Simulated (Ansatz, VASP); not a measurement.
## Two plane-wave programs on BiP

Contents of INCAR:

```
ALGO = Normal
EDIFF = 1E-6
ENCUT = 500
GGA = PS
GGA_COMPAT = F
ISIF = 2
ISMEAR = -1
LASPH = T
LCHARG = F
LREAL = F
LWAVE = F
NBANDS = 17
NELM = 120
PREC = Accurate
SIGMA = 0.05
```

File KPOINTS:

```
k-points
0
Gamma
  11 11 11
```

The input POSCAR:

```
BiP
1.0
    0.0000000000      2.4538358782      2.4538358782
    2.4538358782      0.0000000000      2.4538358782
    2.4538358782      2.4538358782      0.0000000000
Bi P
1 1
Direct
    0.0000000000      0.0000000000      0.0000000000
    0.2500000000      0.2500000000      0.2500000000
```

Input for Ansatz:

```yaml
crystal:
  lattice:
    - [0.0, 2.4538358782, 2.4538358782]
    - [2.4538358782, 0.0, 2.4538358782]
    - [2.4538358782, 2.4538358782, 0.0]
  atoms:
    - { symbol: Bi, position: [0.0, 0.0, 0.0] }
    - { symbol: P, position: [0.25, 0.25, 0.25] }
kpoints:
  mp_grid: { grid: [11, 11, 11] }
scf:
  occupations: { method: fermi_dirac, width: 0.05 }
hamiltonian:
  xc: pbesol
  pseudopotentials: { kind: paw, level: accurate }
output:
  forces: true
  stress: true
  eigenvalues: true
```

Alike in both runs: task single point; functional PBEsol; k mesh 11 × 11 × 11; occupations fermi-dirac, width 0.05 eV; no spin polarisation.

```csv
,VASP,Ansatz
version,VASP 6.6.1,Ansatz 0.2.0
potentials or method,"VASP PAW PBE potentials, release 64 (Bi_d, P)","PAW with other files of Ansatz's library (level accurate), scalar-relativistic"
plane-wave cutoff (eV),500,600
valence electrons in the cell,20,28
```

VASP gave:

- pressure (GPa): 178.4

**Question.** What did Ansatz give for the same quantities?

**Answer.** Pressure (GPa): 179.5.

VASP's potentials were made for PBE, not for PBEsol. Both programs put the cell under a high pressure, so it lies far from rest at this level. VASP's potentials hold 20 valence electrons a cell and Ansatz's 28, so a difference there can come from the potentials and not from the codes.

Spin-orbit coupling is off throughout. Noted on VASP's run: the cell as given lies far from equilibrium.
